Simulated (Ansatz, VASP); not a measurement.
# Na2S: VASP beside Ansatz

```
Na S
1.0
     0.00000    3.25062    3.25062
     3.25062    0.00000    3.25062
     3.25062    3.25062    0.00000
Na S
2 1
Cartesian
  1.6253 1.6253 1.6253
  4.8759 4.8759 4.8759
  0.0000 0.0000 0.0000
```

Alike in both runs: functional PBEsol; k mesh 8 × 8 × 8; occupations gaussian, width 0.02 eV; no spin polarisation.

Ansatz relaxed the structure, and its values are those at the end. VASP's run is a single point on that final structure, the one shown.

```csv
,VASP,Ansatz
version,VASP 6.6.1,Ansatz 0.2.0
potentials or method,"VASP PAW PBE potentials, release 64 (Na_pv, S), cutoff 500 eV","scalar-relativistic, plane waves, PAW"
valence electrons in the cell,20,24
```

```csv
,VASP,Ansatz,Ansatz less VASP
gap on the k mesh at the Fermi level (eV),2.42,2.43,+0.004
least direct gap on the mesh (eV),2.42,2.43,+0.004
pressure (GPa),0.1,0.0,-0.05
```

VASP's potentials were made for PBE, not for PBEsol. VASP's potentials hold 20 valence electrons a cell and Ansatz's 24, so a difference there can come from the potentials and not from the codes.
